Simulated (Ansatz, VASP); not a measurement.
# Te in VASP and in Ansatz

```
CELL_PARAMETERS angstrom
4.63249 0.00000 0.00000
-2.31624 4.01185 0.00000
0.00000 0.00000 5.88690
ATOMIC_POSITIONS crystal
Te 0.25359 0.00000 0.33333
Te 0.00000 0.25359 0.66667
Te 0.74641 0.74641 0.00000
```

Alike in both runs: task single point; functional r2SCAN; k mesh 8 × 8 × 6; occupations gaussian, width 0.2 eV; no spin polarisation.

```csv
,VASP,Ansatz
version,VASP 6.6.1,Ansatz 0.2.0
potentials or method,"VASP PAW PBE potentials, release 64 (Te), cutoff 550 eV","plane waves (500 eV) with PAW, scalar-relativistic"
valence electrons in the cell,18,48
```

|  | VASP | Ansatz | Ansatz less VASP |
| --- | --- | --- | --- |
| pressure (GPa) | 0.0 | 0.0 | -0.04 |
| traceless stress, the component that is largest in VASP (GPa) | 0.10 | 0.07 | -0.031 |

VASP's potentials were made for PBE, not for r2SCAN. VASP's potentials hold 18 valence electrons a cell and Ansatz's 48, so a difference there can come from the potentials and not from the codes.

Neither program's run includes spin-orbit coupling.
